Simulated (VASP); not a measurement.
## LiH: relaxation of cell and atoms with r2SCAN+rVV10

The system is LiH.

```xyz
2
Lattice="0.0000 1.9397 1.9397 1.9397 0.0000 1.9397 1.9397 1.9397 0.0000" Properties=species:S:1:pos:R:3 pbc="T T T"
Li    0.0000    0.0000    0.0000
H     1.9397    1.9397    1.9397
```

```yaml
Program: VASP 6.6.1
Task: relaxation of cell and atoms
Functional: r2SCAN
Dispersion: rVV10
Potentials_or_basis: VASP PAW PBE potentials, release 64 (Li_sv, H)
Cutoff: 600 eV
k_mesh: 10 × 10 × 10
Occupations: fermi-dirac, width 0.02 eV
Spin: no spin polarisation
Dipole_correction: no
Further_INCAR_settings: ALGO = Normal; EDIFF = 1e-07; IBRION = 2; EDIFFG = -0.005; NSW = 80; ISIF = 3
```

The relaxed volume is 7.91 Å³/atom, the relaxed cell is a = 2.818 Å, b = 2.818 Å, c = 2.818 Å, α = 60.00°, β = 60.00°, γ = 60.00° and the space group after relaxing (to 0.05 Å) is Fm-3m (No. 225). The energy gained by relaxing is 6.9 meV/atom, the ionic steps are 6 and the pressure after relaxing is 0.0 GPa. The band gap on the k mesh is 3.53 eV, direct.

The path:
| step | energy change (eV) | largest force (eV/Å) | pressure (GPa) | volume (Å³) |
| --- | --- | --- | --- | --- |
| 1 | 0.0000 | 0.0000 | 3.51 | 14.60 |
| 2 | -0.0066 | 0.0000 | 2.58 | 14.94 |
| 3 | -0.0126 | 0.0000 | 0.98 | 15.45 |
| 4 | -0.0104 | 0.0000 | -1.34 | 16.50 |
| 5 | -0.0137 | 0.0000 | -0.14 | 15.87 |
| 6 | -0.0137 | 0.0000 | -0.01 | 15.82 |

Final structure:
```cif
data_structure
_symmetry_space_group_name_H-M 'P 1'
_symmetry_Int_Tables_number 1
_cell_length_a 2.8176
_cell_length_b 2.8176
_cell_length_c 2.8176
_cell_angle_alpha 60.000
_cell_angle_beta 60.000
_cell_angle_gamma 60.000
_cell_volume 15.82
loop_
_atom_site_label
_atom_site_type_symbol
_atom_site_fract_x
_atom_site_fract_y
_atom_site_fract_z
_atom_site_occupancy
Li1 Li 0.00000 0.00000 0.00000 1
H1 H 0.50000 0.50000 0.50000 1
```

Levels at points of the mesh, in eV from the valence-band top:
```
           k point  band 1  band 2  band 3  band 4  band 5  band 6
(0.00, 0.00, 0.00)  -45.68   -5.53   17.86   19.56   19.56   19.56
(0.50, 0.00, 0.00)  -45.63   -2.70    5.68   15.08   18.30   18.30
(0.50, 0.50, 0.00)  -45.61    0.00    3.53   11.81   11.81   15.11
```

Wall time 5.3 min on 1 thread of AMD EPYC 7R43 64-Core Processor (Zen 3) (shared host), peak memory 0.17 GiB.

Caveat: the cutoff is under 1.25 times the usual one of these potentials, so pressure, stress and relaxed cells hold a basis-set (Pulay) error; the PAW data sets were made with another functional, which shifts forces and pressure a little. A k mesh can miss the band edges.
